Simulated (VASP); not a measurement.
Input of a VASP 6.6.1 run:

The input INCAR:

```
SYSTEM = Sb
  PREC = Accurate
  ENCUT = 520
  EDIFF = 1E-6
  ISMEAR = -1
  SIGMA = 0.05
  LREAL = .False.
  LASPH = .True.
  NELM = 60
  ALGO = Normal
  ISIF = 2
  LWAVE = .False.
  LCHARG = .True.
  GGA = PE
  LELF = .True.
  LVHAR = .True.
  NBANDS = 12
```

The input KPOINTS:

```
regular mesh
0
Gamma
  6 6 6
  0 0 0
```

POSCAR

```
Sb
1.0
    2.1542000000      1.2437279499      3.6828400000
   -2.1542000000      1.2437279499      3.6828400000
    0.0000000000     -2.4874558998      3.6828400000
Sb
2
Direct
    0.7665100000      0.7665100000      0.7665100000
    0.2334900000      0.2334900000      0.2334900000
```

Potentials or basis: VASP PAW PBE potentials, release 64 (Sb).

Launch:

```bash
$ cat potpaw_PBE.64/Sb/POTCAR > POTCAR
$ mpirun -np 1 vasp_std > vasp.out
```

(1) What does it give for the band gap on the k mesh?

(2) Predict the pressure.

(3) Predict the largest force.

Results:

(1) zero (band 5 reaches 7.60 eV, above the bottom of band 6 at 7.33 eV).

(2) 4.0 GPa.

(3) 0.242 eV/Å.

Caveat: spin-orbit coupling is left out, which moves the levels of the heavy elements.
